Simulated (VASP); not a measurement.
**GaAs: vibrations by perturbation theory with PBEsol**

Crystal: GaAs.

```
Ga As
1.0
     0.00000    2.71845    2.71845
     2.71845    0.00000    2.71845
     2.71845    2.71845    0.00000
Ga As
1 1
Cartesian
  0.0000 0.0000 0.0000
  4.0777 4.0777 4.0777
```

```yaml
Program: VASP 6.6.1
Task: vibrations by perturbation theory
Functional: PBEsol
Potentials_or_basis: VASP PAW PBE potentials, release 64 (Ga_d, As)
Cutoff: 520 eV
k_mesh: 12 × 12 × 12
Occupations: gaussian, width 0.01 eV
Spin: no spin polarisation
Dipole_correction: no
Further_INCAR_settings: ALGO = Normal; EDIFF = 1e-08; NBANDS = 16; IBRION = 8; NSW = 1
```

```json
{
  "Electronic dielectric tensor (diagonal)": "12.19",
  "Born charges (mean of the diagonal)": "Ga +1.90; As -1.90 e",
  "Highest phonon frequency at Γ, LO-TO splitting left out": "304 cm⁻¹"
}
```

Phonon frequencies in cm⁻¹ (negative: imaginary):
```
              q point        frequencies
(0.000, 0.000, 0.000)  0 0 0 304 304 304
```

Electronic dielectric tensor:
```
12.19  0.00  0.00
 0.00 12.19  0.00
 0.00  0.00 12.19
```

Born effective charge tensors (e):
atom 1, Ga
```
1.90 0.00 0.00
0.00 1.90 0.00
0.00 0.00 1.90
```
atom 2, As
```
-1.90  0.00  0.00
 0.00 -1.90  0.00
 0.00  0.00 -1.90
```

It took 31 min on 1 thread of Intel(R) Xeon(R) Platinum 8259CL CPU @ 2.50GHz (Skylake/Cascade Lake) (shared host), peak memory 0.53 GiB.

Caveat: the cell stands under pressure or tension, which shifts response properties.
